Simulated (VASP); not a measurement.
## Na: single point with PBEsol

Crystal: Na.

```xyz
1
Lattice="-2.1175 2.1175 2.0116 2.1175 -2.1175 2.0116 2.1175 2.1175 -2.0116" Properties=species:S:1:pos:R:3 pbc="T T T"
Na    0.0000    0.0000    0.0000
```

This cell differs from its parent crystal: strain +0.000 along x and y, -0.050 along z.

```yaml
Program: VASP 6.6.1
Task: single point
Functional: PBEsol
Potentials_or_basis: VASP PAW PBE potentials, release 64 (Na_pv)
Cutoff: 520 eV
k_mesh: 16 × 16 × 16
Occupations: gaussian, width 0.15 eV
Spin: no spin polarisation
```

```json
{
 "Pressure": "0.0 GPa",
 "Band gap on the k mesh": "zero (an odd number of electrons rules out a gap without spin polarisation)"
}
```

Stress tensor (GPa, compression positive):
```
0.00 0.00 0.00
0.00 0.00 0.00
0.00 0.00 0.13
```

Levels at points of the mesh, in eV from the Fermi level:
```tsv
k point	band 1	band 2	band 3	band 4	band 5	band 6	band 7
(0.00, 0.00, 0.00)	-24.76	-24.76	-24.76	-3.33	11.39	12.20	12.20
(0.50, 0.00, 0.00)	-24.80	-24.78	-24.76	0.83	1.34	8.10	9.13
(0.50, 0.50, 0.00)	-24.80	-24.78	-24.76	0.63	1.10	8.78	9.82
(0.50, 0.50, 0.50)	-24.79	-24.79	-24.79	4.34	4.69	4.69	4.74
```

It took 2.1 min on 1 thread of Intel Xeon 8259CL, on a shared host, peak memory 0.23 GiB.

Caveat: the cell differs from its parent crystal (strain +0.000 along x and y, -0.050 along z); the PAW data sets were made with another functional, which shifts forces and pressure a little.
